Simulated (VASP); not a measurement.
# GaN (F-43m) in VASP: notebook

The runs below take GaN through single point, relaxation of cell and atoms, with PBEsol.

All numbers are computed with VASP 6.6.1; they aren't measurements. Logs are shortened: lines on timing, memory, paths and dates and some standing lists are left out, and cuts for length are marked.

## Step 1: The cell of the first run

It takes space group F-43m (No. 216, cubic). The conventional cell has a = 4.343 Å, b = 4.343 Å, c = 4.343 Å, α = 90.00°, β = 90.00°, γ = 90.00°. Within 2.5 Å of Ga (site symmetry -43m) lie 4 N at 1.88 Å. Within 2.5 Å of N (site symmetry -43m) lie 4 Ga at 1.88 Å.

## Step 2: Single point, PBEsol

File INCAR:

```
  ALGO = Normal
  EDIFF = 1E-7
  ENCUT = 520
  GGA = PS
  ISIF = 2
  ISMEAR = 0
  LASPH = T
  LCHARG = F
  LREAL = F
  LWAVE = F
  NBANDS = 16
  NELM = 80
  PREC = Accurate
  SIGMA = 0.01
```

File KPOINTS:

```
k-points
0
Gamma
  10 10 10
```

File POSCAR:

```
GaN
1.0
    0.0000000000      2.1713573498      2.1713573498
    2.1713573498      0.0000000000      2.1713573498
    2.1713573498      2.1713573498      0.0000000000
Ga N
1 1
Direct
    0.0000000000      0.0000000000      0.0000000000
    0.7500000000      0.7500000000      0.7500000000
```

Potentials or basis: VASP PAW PBE potentials, release 64 (Ga_d, N).

On the command line:

```console
cat potpaw_PBE.64/Ga_d/POTCAR potpaw_PBE.64/N/POTCAR > POTCAR
mpirun -np 1 vasp_std > vasp.out
```

OUTCAR:

```text
EDIFF = 1E-7
   ENCUT = 520
   GGA = PS
   ISIF = 2
   ISMEAR = 0
   LASPH = T
   LREAL = F
   NELM = 80
   PREC = Accurate

 ion  position               nearest neighbor table
   1  0.000  0.000  0.000-   2 1.88   2 1.88   2 1.88   2 1.88
   2  0.750  0.750  0.750-   1 1.88   1 1.88   1 1.88   1 1.88

  LATTYP: Found a face centered cubic cell.
 ALAT       =     4.3427146996

  Lattice vectors:

 A1 = (   0.0000000000,   2.1713573498,   2.1713573498)
 A2 = (   2.1713573498,   0.0000000000,   2.1713573498)
 A3 = (   2.1713573498,   2.1713573498,   0.0000000000)

Analysis of symmetry for initial positions (statically):
=====================================================================
 Subroutine PRICEL returns:
 Original cell was already a primitive cell.

 Routine SETGRP: Setting up the symmetry group for a
 face centered cubic supercell.

 Subroutine GETGRP returns: Found 24 space group operations
 (whereof 24 operations were pure point group operations)
 out of a pool of 48 trial point group operations.

The static configuration has the point symmetry T_d .

Analysis of symmetry for dynamics (positions and initial velocities):
=====================================================================
 Subroutine PRICEL returns:
 Original cell was already a primitive cell.

 Routine SETGRP: Setting up the symmetry group for a
 face centered cubic supercell.

 Subroutine GETGRP returns: Found 24 space group operations
 (whereof 24 operations were pure point group operations)
 out of a pool of 48 trial point group operations.

The dynamic configuration has the point symmetry T_d .

 Subroutine INISYM returns: Found 24 space group operations
 (whereof 24 operations are pure point group operations),
 and found     1 'primitive' translations

----------------------------------------------------------------------------------------

                                     Primitive cell

  volume of cell :      20.4750

  direct lattice vectors                    reciprocal lattice vectors
     0.000000000  2.171357350  2.171357350    -0.230270711  0.230270711  0.230270711
     2.171357350  0.000000000  2.171357350     0.230270711 -0.230270711  0.230270711
     2.171357350  2.171357350  0.000000000     0.230270711  0.230270711 -0.230270711

  length of vectors
     3.070763013  3.070763013  3.070763013     0.398840570  0.398840570  0.398840570

  position of ions in fractional coordinates (direct lattice)
     0.000000000  0.000000000  0.000000000
     0.750000000  0.750000000  0.750000000

  ion indices of the primitive-cell ions
   primitive index   ion index
                 1           1
                 2           2

----------------------------------------------------------------------------------------

 KPOINTS: k-points

Automatic generation of k-mesh.
 Grid dimensions read from file:
 generate k-points for:   10   10   10

 Generating k-lattice:

  Cartesian coordinates                     Fractional coordinates (reciprocal lattice)
    -0.023027071  0.023027071  0.023027071     0.100000000  0.000000000  0.000000000
     0.023027071 -0.023027071  0.023027071     0.000000000  0.100000000  0.000000000
     0.023027071  0.023027071 -0.023027071     0.000000000  0.000000000  0.100000000

  Length of vectors
     0.039884057  0.039884057  0.039884057

  Shift w.r.t. Gamma in fractional coordinates (k-lattice)
     0.000000000  0.000000000  0.000000000

 Subroutine IBZKPT returns following result:
 ===========================================

 Found     47 irreducible k-points:

 Following reciprocal coordinates:
            Coordinates               Weight
  0.000000  0.000000  0.000000      1.000000
  0.100000  0.000000  0.000000      8.000000
  0.200000  0.000000  0.000000      8.000000
  0.300000  0.000000  0.000000      8.000000
  0.400000  0.000000  0.000000      8.000000
  0.500000  0.000000  0.000000      4.000000
[... 16 lines left out ...]
  0.300000  0.300000  0.000000      6.000000
  0.400000  0.300000  0.000000     24.000000
 [... further k-points ...]
   k-points           NKPTS =     47   k-points in BZ     NKDIM =     47   number of bands    NBANDS=     16
   number of dos      NEDOS =    301   number of ions     NIONS =      2
   total plane-waves  NPLWV =  13824
   dimension x,y,z NGX =    24 NGY =   24 NGZ =   24
   dimension x,y,z NGXF=    48 NGYF=   48 NGZF=   48
   ions per type =               1   1
   NGX,Y,Z   is equivalent  to a cutoff of  12.99, 12.99, 12.99 a.u.
   NGXF,Y,Z  is equivalent  to a cutoff of  25.99, 25.99, 25.99 a.u.
 SYSTEM =  unknown system
   PREC   = accura    normal or accurate (medium, high low for compatibility)
   ISTART =      0    job   : 0-new  1-cont  2-samecut
   ICHARG =      2    charge: 1-file 2-atom 10-const
   ISPIN  =      1    spin polarized calculation?
   LNONCOLLINEAR =      F non collinear calculations
   LSORBIT =      F    spin-orbit coupling
   LASPH  =      T    aspherical Exc in radial PAW
   ENCUT  =  520.0 eV  38.22 Ry    6.18 a.u.   5.71  5.71  5.71*2*pi/ulx,y,z
   NELM   =     80;   NELMIN=  2; NELMDL= -5     # of ELM steps
   EDIFF  = 0.1E-06   stopping-criterion for ELM
   LREAL  =      F    real-space projection
   EDIFFG = 0.1E-05   stopping-criterion for IOM
   NSW    =      0    number of steps for IOM
   IBRION =     -1    ionic relax: 0-MD 1-quasi-New 2-CG
   NFREE  =      0    steps in history (QN), initial steepest desc. (CG)
   ISIF   =      2    stress and relaxation
   ISYM   =      2    0-nonsym 1-usesym 2-fastsym
   POTIM  = 0.5000    time-step for ionic-motion
   TEBEG  =    0.0;   TEEND  =   0.0 temperature during run
   PSTRESS=    0.0 pullay stress
   NELECT =      18.0000    total number of electrons
   NUPDOWN=      -1.0000    fix difference up-down
   EMIN   =  10.00;   EMAX   =-10.00  energy-range for DOS
   EFERMI =   0.00;   METHOD = LEGACY
   ISMEAR =     0;   SIGMA  =   0.01  broadening in eV -4-tet -1-fermi 0-gaus
   EFERMI_NEDOS =   21; number of points for ismear=-14 and -15
   IALGO  =     38    algorithm
   IMIX   =      4    mixing-type and parameters
     AMIX     =   0.40;   BMIX     =  1.00
     AMIX_MAG =   1.60;   BMIX_MAG =  1.00
  volume/ion in A,a.u.               =      10.24        69.09
  Fermi-wavevector in a.u.,A,eV,Ry     =   1.568283  2.963625 33.463676  2.459511
  Thomas-Fermi vector in A             =   2.670337
   LORBIT       =      0    0 simple, 1 ext, 2 COOP (PROOUT), +10 PAW based schemes
   GGA     = PS    functional components
   LHFCALC =     F    Hartree Fock is set to
   AEXX    =    0.0000 exact exchange contribution
   IVDW    =     0    specifies the selected vdW correction
   LEPSILON=     F    determine dielectric tensor
   LRPA    =     F    only Hartree local field effects (RPA)
 non-spin polarized calculation
 Gauss-broadening in eV      SIGMA  =   0.01
  energy-cutoff  :      520.00
  volume of cell :       20.47
 maximum number of plane-waves:       568
   NGX = 11   NGY = 11   NGZ = 11

 number of electron      17.9999987 magnetization

 Free energy of the ion-electron system (eV)
  ---------------------------------------------------
  ext. energy  EPLUGINS =         0.00000000
  ---------------------------------------------------
  free energy    TOTEN  =       -12.96329477 eV

  energy without entropy =      -12.96329477  energy(sigma->0) =      -12.96329477

 E-fermi :   6.5486     XC(G=0): -12.5130

 val. band max:        6.4450199452   @ k =   0.0000   0.0000   0.0000
 cond. band min:       8.8387424634   @ k =   0.0000   0.0000   0.0000
 fundamental gap:      2.3937225183
 Fermi energy:         6.5485610795

 k-point     1 :       0.0000    0.0000    0.0000
  band No.  band energies     occupation
      1     -10.5186      2.00000
      2      -7.1206      2.00000
      3      -7.1206      2.00000
      4      -7.1206      2.00000
      5      -6.6631      2.00000
      6      -6.6631      2.00000
[... 8 lines left out ...]
     15      25.9881      0.00000
     16      25.9881      0.00000

 k-point     2 :       0.1000    0.0000    0.0000
  band No.  band energies     occupation
      1     -10.3809      2.00000
      2      -7.1017      2.00000
      3      -7.1017      2.00000
      4      -7.0907      2.00000
      5      -6.6653      2.00000
      6      -6.6653      2.00000
[... 8 lines left out ...]
     15      24.6352      0.00000
     16      24.6824      0.00000

 k-point     3 :       0.2000    0.0000    0.0000
  band No.  band energies     occupation
      1     -10.0187      2.00000
      2      -7.0577      2.00000
      3      -7.0577      2.00000
      4      -6.9518      2.00000
      5      -6.6644      2.00000
      6      -6.6644      2.00000
[... 8 lines left out ...]
     15      23.8377      0.00000
     16      23.8377      0.00000

 k-point     4 :       0.3000    0.0000    0.0000
  band No.  band energies     occupation
      1      -9.5929      2.00000
      2      -7.0184      2.00000
      3      -7.0184      2.00000
      4      -6.6462      2.00000
      5      -6.6462      2.00000
      6      -6.5672      2.00000
[... 8 lines left out ...]
     15      24.4722      0.00000
     16      24.4722      0.00000

 k-point     5 :       0.4000    0.0000    0.0000
  band No.  band energies     occupation
      1      -9.3024      2.00000
      2      -7.0014      2.00000
      3      -7.0014      2.00000
      4      -6.6149      2.00000
      5      -6.6149      2.00000
      6      -5.8765      2.00000
[... 8 lines left out ...]
     15      26.1400      0.00000
     16      26.1400      0.00000

 k-point     6 :       0.5000    0.0000    0.0000
  band No.  band energies     occupation
      1      -9.2110      2.00000
      2      -6.9983      2.00000
      3      -6.9983      2.00000
      4      -6.5991      2.00000
      5      -6.5991      2.00000
      6      -5.3971      2.00000
[... 8 lines left out ...]
     15      27.3635      0.00000
     16      27.3635      0.00000

 k-point     7 :       0.1000    0.1000    0.0000
  band No.  band energies     occupation
      1     -10.3353      2.00000
      2      -7.1015      2.00000
      3      -7.0851      2.00000
      4      -7.0851      2.00000
      5      -6.6788      2.00000
      6      -6.6531      2.00000
[... 8 lines left out ...]
     15      26.7611      0.00000
     16      26.7765      0.00000

 k-point     8 :       0.2000    0.1000    0.0000
  band No.  band energies     occupation
      1     -10.0485      2.00000
      2      -7.0669      2.00000
      3      -7.0397      2.00000
      4      -6.9965      2.00000
      5      -6.6842      2.00000
      6      -6.6433      2.00000
[... 8 lines left out ...]
     15      25.8805      0.00000
     16      25.9571      0.00000

 k-point     9 :       0.3000    0.1000    0.0000
  band No.  band energies     occupation
      1      -9.6453      2.00000
      2      -7.0255      2.00000
      3      -6.9945      2.00000
      4      -6.7871      2.00000
      5      -6.6263      2.00000
      6      -6.5853      2.00000
[... 8 lines left out ...]
     15      25.0058      0.00000
     16      26.0078      0.00000
[... 172 lines left out ...]
 k-point    19 :       0.5000    0.2000    0.0000
  band No.  band energies     occupation
      1      -9.0998      2.00000
      2      -6.9847      2.00000
      3      -6.8898      2.00000
      4      -6.7355      2.00000
      5      -6.5935      2.00000
      6      -5.3133      2.00000
[... 8 lines left out ...]
     15      27.7882      0.00000
     16      28.3705      0.00000

 k-point    20 :      -0.4000    0.2000    0.0000
  band No.  band energies     occupation
      1      -9.0854      2.00000
      2      -6.9891      2.00000
      3      -6.8983      2.00000
      4      -6.6899      2.00000
      5      -6.6279      2.00000
      6      -5.1392      2.00000
[... 8 lines left out ...]
     15      26.1071      0.00000
     16      27.8452      0.00000

 k-point    21 :      -0.3000    0.2000    0.0000
  band No.  band energies     occupation
      1      -9.2024      2.00000
      2      -6.9892      2.00000
      3      -6.9237      2.00000
      4      -6.6869      2.00000
      5      -6.6752      2.00000
      6      -5.7290      2.00000
[... 8 lines left out ...]
     15      24.9061      0.00000
     16      28.2666      0.00000

 k-point    22 :      -0.2000    0.2000    0.0000
  band No.  band energies     occupation
      1      -9.4597      2.00000
      2      -6.9992      2.00000
      3      -6.9750      2.00000
      4      -6.7267      2.00000
      5      -6.6969      2.00000
      6      -6.3321      2.00000
[... 8 lines left out ...]
     15      24.8702      0.00000
     16      28.2239      0.00000

 k-point    23 :       0.3000    0.3000    0.0000
  band No.  band energies     occupation
      1      -9.3299      2.00000
      2      -6.9701      2.00000
      3      -6.8554      2.00000
      4      -6.8554      2.00000
      5      -6.5939      2.00000
      6      -6.3539      2.00000
[... 8 lines left out ...]
     15      29.5010      0.00000
     16      30.6807      0.00000

 k-point    24 :       0.4000    0.3000    0.0000
  band No.  band energies     occupation
      1      -9.1288      2.00000
      2      -6.9781      2.00000
      3      -6.8086      2.00000
      4      -6.8053      2.00000
      5      -6.5800      2.00000
      6      -5.8775      2.00000
[... 8 lines left out ...]
     15      30.0082      0.00000
     16      30.4846      0.00000

 [... further k-points ...]

------------------------ aborting loop because EDIFF is reached ----------------------------------------

  FORCE on cell =-STRESS in cart. coord.  units (eV):
  Direction    XX          YY          ZZ          XY          YZ          ZX
  --------------------------------------------------------------------------------------
  -------------------------------------------------------------------------------------
  Total        3.1497733      3.1497733      3.1497733     -0.0000000      0.0000000      0.0000000
  in kB      246.4710852    246.4710852    246.4710852     -0.0000000      0.0000000      0.0000000
  external PRESSURE =     246.4710852 kB  Pullay stress =       0.0000000 kB

 VOLUME and BASIS-vectors are now :
 -----------------------------------------------------------------------------
  energy-cutoff  :      520.00
  volume of cell :       20.47
      direct lattice vectors                 reciprocal lattice vectors
     0.000000000  2.171357350  2.171357350    -0.230270711  0.230270711  0.230270711
     2.171357350  0.000000000  2.171357350     0.230270711 -0.230270711  0.230270711
     2.171357350  2.171357350  0.000000000     0.230270711  0.230270711 -0.230270711

 POSITION                                       TOTAL-FORCE (eV/Angst)
 -----------------------------------------------------------------------------------
      0.00000      0.00000      0.00000        -0.000000      0.000000     -0.000000
      3.25704      3.25704      3.25704         0.000000     -0.000000      0.000000
 -----------------------------------------------------------------------------------
    total drift:                               -0.000002     -0.000002     -0.000001

  FREE ENERGIE OF THE ION-ELECTRON SYSTEM (eV)
  ---------------------------------------------------
  free  energy   TOTEN  =       -12.9632947664 eV

  energy  without entropy=      -12.9632947664  energy(sigma->0) =      -12.96329477
```

Run time: 6.8 s. Hardware: 1 thread of Intel Xeon 6975P-C, shared host; peak memory 0.15 GiB.

Results:

```
Free energy            : -12.9633 eV
Pressure               : 24.6 GPa
Band gap on the k mesh : 2.39 eV, direct
```

Levels at points of the mesh, in eV from the valence-band top:
| k point | band 7 | band 8 | band 9 | band 10 | band 11 | band 12 |
| --- | --- | --- | --- | --- | --- | --- |
| (0.00, 0.00, 0.00) | 0.00 | 0.00 | 0.00 | 2.39 | 10.90 | 10.90 |
| (0.50, 0.00, 0.00) | -7.90 | -1.13 | -1.13 | 5.33 | 9.17 | 10.83 |
| (0.50, 0.50, 0.00) | -6.66 | -3.16 | -3.16 | 3.25 | 7.18 | 12.43 |

Caveat: the PAW data sets were made with another functional, which shifts forces and pressure a little. A hybrid or GW would open this gap; PBEsol tends to underestimate it.

(Continued in part 2 of 2.)
